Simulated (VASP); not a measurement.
A run of VASP 6.6.1:

File INCAR:

```
PREC     = Accurate       # precision mode
ENCUT    = 520            # plane-wave cutoff, eV
EDIFF    = 1E-6           # SCF threshold, eV
ISMEAR   = 0              # smearing method
SIGMA    = 0.15           # smearing width, eV
LREAL    = F              # projectors in reciprocal space
LASPH    = T              # aspherical terms in the spheres
NELM     = 80             # most SCF steps
ALGO     = Fast           # electronic algorithm
ISIF     = 2              # what is computed and relaxed
LWAVE    = F              # write WAVECAR
LCHARG   = F              # write CHGCAR
GGA      = PE             # functional
IVDW     = 12             # dispersion correction
NBANDS   = 14             # bands
```

File KPOINTS:

```
regular mesh
0
Gamma
  18 18 6
```

File POSCAR:

```
Al
1.0
    2.7695899864      0.0000000000      0.0000000000
   -1.3847949932      2.3985352863      0.0000000000
    0.0000000000      0.0000000000      9.2404600307
Al
4
Direct
    0.0000000000      0.0000000000      0.0000000000
    0.3333333333      0.6666666667      0.2500000000
    0.0000000000      0.0000000000      0.5000000000
    0.6666666667      0.3333333333      0.7500000000
```

Potentials or basis: VASP PAW PBE potentials, release 64 (Al).

The run is started by

```sh
$ cat potpaw_PBE.64/Al/POTCAR > POTCAR
$ mpirun -np 1 vasp_std > vasp.out
```

Hardware: 1 thread of Intel(R) Xeon(R) 6975P-C (Granite Rapids) (shared host).

Question: How long does it take, and how much memory?

Answer: It took 45 s on 1 thread of Intel(R) Xeon(R) 6975P-C (Granite Rapids) (shared host), peak memory 0.25 GiB. Counts: scf iterations 12, k points 148.
